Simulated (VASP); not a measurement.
Wanted: the native input for a VASP 6.6.1 run.

* Task: single point
* Functional: PBE
* Dispersion: D3(BJ)
* Potentials or basis: VASP PAW PBE potentials, release 64 (Be, C)
* Cutoff: 520 eV
* k mesh: 5 × 5 × 3
* Occupations: gaussian, width 0.15 eV
* Spin: no spin polarisation
* Dipole correction: no
* Further INCAR settings: LREAL = Auto; ALGO = Normal; EDIFF = 1e-07; NBANDS = 32

The structure of Be16C (a cell with a defect) lies in POSCAR:

```
Be16C
1.0
   -2.2900000000     -3.9663960000      0.0000000000
    3.4350000000     -1.9831980000      0.0000000000
    0.0000000000      0.0000000000      7.1768600000
Be C
16 1
Direct
    0.7195317529      0.4929422748     -0.0053055236
    0.5002438149      0.2932324123      0.2591935749
    0.7461663714      0.4945490511      0.5041171209
    0.5002441478      0.3259793591      0.7442994569
    0.5002422609      0.0196829047     -0.0035101702
    0.2633834286      0.8215059830      0.2509472109
    0.5002426701     -0.0092111457      0.5050042776
    0.2556694976      0.8369368703      0.7460315514
    0.2809523867      0.4929359434     -0.0053053842
    0.0002438678      0.3592574839      0.2619174681
    0.2543204605      0.4945498849      0.5041169815
    0.0002440948      0.3362890763      0.7406719652
    0.0002387167      0.0358633657     -0.0127217195
    0.7371035675      0.8215051439      0.2509486043
    0.0002433118      0.0014521642      0.5032459878
    0.7448153502      0.8369362888      0.7460307154
    0.0002433050      0.6744344013      0.1053633483
```

These files were run (other wordings do the same):

INCAR

```
SYSTEM = Be16C
PREC     = Accurate       ! precision mode
ENCUT    = 520            ! plane-wave cutoff, eV
EDIFF    = 1E-7           ! SCF threshold, eV
ISMEAR   = 0              ! smearing method
SIGMA    = 0.15           ! smearing width, eV
LREAL    = Auto         
LASPH    = .TRUE.         ! aspherical terms in the spheres
NELM     = 100            ! most SCF steps
ALGO     = Normal         ! electronic algorithm
ISIF     = 2              ! what is computed and relaxed
LWAVE    = .FALSE.        ! write WAVECAR
LCHARG   = .TRUE.         ! write CHGCAR
GGA      = PE             ! functional
IVDW     = 12             ! dispersion correction
LELF     = .TRUE.         ! ELF
LVHAR    = .TRUE.       
NBANDS   = 32             ! bands
```

KPOINTS

```
regular mesh
0
G
  5 5 3
  0 0 0
```

Potentials or basis: VASP PAW PBE potentials, release 64 (Be, C).

The run is started by

```bash
$ cat potpaw_PBE.64/Be/POTCAR potpaw_PBE.64/C/POTCAR > POTCAR
$ mpirun -np 1 vasp_std > vasp.out
```

It gave:

| Item | Value |
| --- | --- |
| Pressure | 1.5 GPa |
| Largest force | 0.608 eV/Å |
| Band gap on the k mesh | zero (bands 18 and 19 overlap by 0.96 eV) |
| Dispersion energy per atom | -0.349 eV |

Wall time 5.1 min on 1 thread of Intel Xeon 8259CL (shared host), peak memory 0.27 GiB.
